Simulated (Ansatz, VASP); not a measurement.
Two plane-wave programs on MnHg

The input INCAR:

```
SYSTEM = MnHg
PREC = Accurate
ENCUT = 520
EDIFF = 1E-6
ISMEAR = -1
SIGMA = 0.15
LREAL = .FALSE.
LASPH = .TRUE.
NELM = 150
ALGO = Normal
ISIF = 2
LWAVE = .FALSE.
LCHARG = .FALSE.
ISPIN = 2
MAGMOM = 4 0
LORBIT = 11
LMAXMIX = 4
NBANDS = 24
```

Contents of KPOINTS:

```
regular mesh
0
G
  6 6 6
  0 0 0
```

POSCAR

```
MnHg
1.0
    3.3150000000      0.0000000000      0.0000000000
    0.0000000000      3.3150000000      0.0000000000
    0.0000000000      0.0000000000      3.3150000000
Mn Hg
1 1
Direct
    0.5000000000      0.5000000000      0.5000000000
    0.0000000000      0.0000000000      0.0000000000
```

Input for Ansatz:

```yaml
crystal:
  lattice:
    - [3.315, 0.0, 0.0]
    - [0.0, 3.315, 0.0]
    - [0.0, 0.0, 3.315]
  atoms:
    - { symbol: Mn, position: [0.5, 0.5, 0.5] }
    - { symbol: Hg, position: [0.0, 0.0, 0.0] }
basis:
  ecutwfc: 420.0
kpoints:
  mp_grid:
    grid: [6, 6, 6]
hamiltonian:
  xc: lda
magnetization:
  spin_polarized: true
  per_species:
    Mn: 4.0
scf:
  occupations:
    method: fermi_dirac
    width: 0.15
output:
  forces: true
  stress: true
```

Alike in both runs: task single point; functional LDA; k mesh 6 × 6 × 6; occupations fermi-dirac, width 0.15 eV; collinear spin.

|  | VASP | Ansatz |
| --- | --- | --- |
| version | VASP 6.6.1 | Ansatz 0.2.0 |
| potentials or method | VASP PAW LDA potentials, release 64 (Mn_pv, Hg), cutoff 520 eV | plane waves, PAW |
| valence electrons in the cell | 25 | 35 |

|  | VASP | Ansatz | Ansatz less VASP |
| --- | --- | --- | --- |
| pressure (GPa) | -10.3 | -10.1 | +0.13 |
| net moment per atom (μB) | 1.82 | 1.87 | +0.044 |
| size of the moment on the site where the two differ most (μB) | 3.55 | 3.69 | +0.134 |

LDA's correlation is that of Perdew and Zunger in VASP and of Perdew and Wang (1992) in Ansatz. Site moments also hang on the region over which each program counts them. VASP's potentials hold 25 valence electrons a cell and Ansatz's 35, so a difference there can come from the potentials and not from the codes.

Spin-orbit coupling is off throughout.
